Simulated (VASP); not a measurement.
## MgS: single point with LDA

MgS:

```
Mg S
1.0
     0.00000    2.61888    2.61888
     2.61888    0.00000    2.61888
     2.61888    2.61888    0.00000
Mg S
1 1
Direct
  0.00000 0.00000 0.00000
  0.50000 0.50000 0.50000
```

This cell differs from its parent crystal: volume scaled by 1.02.

```yaml
Program: VASP 6.6.1
Task: single point
Functional: LDA
Potentials_or_basis: VASP PAW LDA potentials, release 64 (Mg, S)
Cutoff: 520 eV
k_mesh: 8 × 8 × 8
Occupations: fermi-dirac, width 0.01 eV
Spin: no spin polarisation
```

| Item | Value |
| --- | --- |
| Pressure | -5.2 GPa |
| Band gap on the k mesh | 2.52 eV, indirect (least direct gap 3.34 eV) |

Levels at points of the mesh, in eV from the valence-band top:
| k point | band 1 | band 2 | band 3 | band 4 | band 5 | band 6 | band 7 | band 8 | band 9 |
| --- | --- | --- | --- | --- | --- | --- | --- | --- | --- |
| (0.00, 0.00, 0.00) | -12.53 | 0.00 | 0.00 | 0.00 | 3.34 | 7.85 | 7.85 | 7.85 | 10.24 |
| (0.50, 0.00, 0.00) | -11.25 | -4.80 | -0.57 | -0.57 | 4.35 | 6.72 | 6.72 | 9.63 | 11.83 |
| (0.50, 0.50, 0.00) | -10.88 | -4.15 | -1.66 | -1.66 | 2.52 | 4.31 | 11.60 | 12.70 | 12.89 |

Run time: 20 s on 1 thread of Intel Xeon 8259CL, with other jobs on the host, peak memory 0.14 GiB.

 A k mesh can miss the band edges.
